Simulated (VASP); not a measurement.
Input of a VASP 6.6.1 run:

The input INCAR:

```
SYSTEM = Sr
ALGO = Normal
EDIFF = 1E-6
ENCUT = 520
GGA = PE
ISIF = 2
ISMEAR = -1
LASPH = .True.
LCHARG = .False.
LREAL = .False.
LWAVE = .False.
NBANDS = 11
NELM = 80
PREC = Accurate
SIGMA = 0.05
```

The input KPOINTS:

```
k-points
0
Gamma
  11 11 11
  0 0 0
```

File POSCAR:

```
Sr
1.0
   -2.0943475932      2.0943475932      2.0943475932
    2.0943475932     -2.0943475932      2.0943475932
    2.0943475932      2.0943475932     -2.0943475932
Sr
1
Direct
    0.0000000000      0.0000000000      0.0000000000
```

Potentials or basis: VASP PAW PBE potentials, release 64 (Sr_sv).

Command:

```console
$ cat potpaw_PBE.64/Sr_sv/POTCAR > POTCAR
$ mpirun -np 1 vasp_std > vasp.out
```

Problem. What does it give for the pressure?

Solution. 8.4 GPa.

Problem. Estimate the band gap on the k mesh.

Solution. Zero (band 5 reaches 3.63 eV, above the bottom of band 6 at 2.41 eV).
